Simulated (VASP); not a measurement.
Input of a VASP 6.6.1 run:

INCAR

```
SYSTEM = YSb
ALGO = Normal
EDIFF = 1E-6
ENCUT = 520
GGA = CA
ISIF = 2
ISMEAR = -1
LASPH = .TRUE.
LCHARG = .TRUE.
LELF = .TRUE.
LREAL = .FALSE.
LVHAR = .TRUE.
LWAVE = .FALSE.
NBANDS = 15
NELM = 80
PREC = Accurate
SIGMA = 0.1
```

The input KPOINTS:

```
k-points
0
G
  12 12 12
  0 0 0
```

Contents of POSCAR:

```
YSb
1.0
    0.0000000000      2.9415883994      2.9415883994
    2.9415883994      0.0000000000      2.9415883994
    2.9415883994      2.9415883994      0.0000000000
Y Sb
1 1
Direct
    0.0000000000      0.0000000000      0.0000000000
    0.2500000000      0.2500000000      0.2500000000
```

Potentials or basis: VASP PAW LDA potentials, release 64 (Y_sv, Sb).

Launch:

```sh
$ cat potpaw_LDA.64/Y_sv/POTCAR potpaw_LDA.64/Sb/POTCAR > POTCAR
$ mpirun -np 1 vasp_std > vasp.out
```

(1) Estimate the band gap on the k mesh.

(2) Predict the pressure.

Results:

(1) 0.34 eV, direct.

(2) 41.1 GPa.

Caveat: spin-orbit coupling is left out, which moves the levels of the heavy elements.
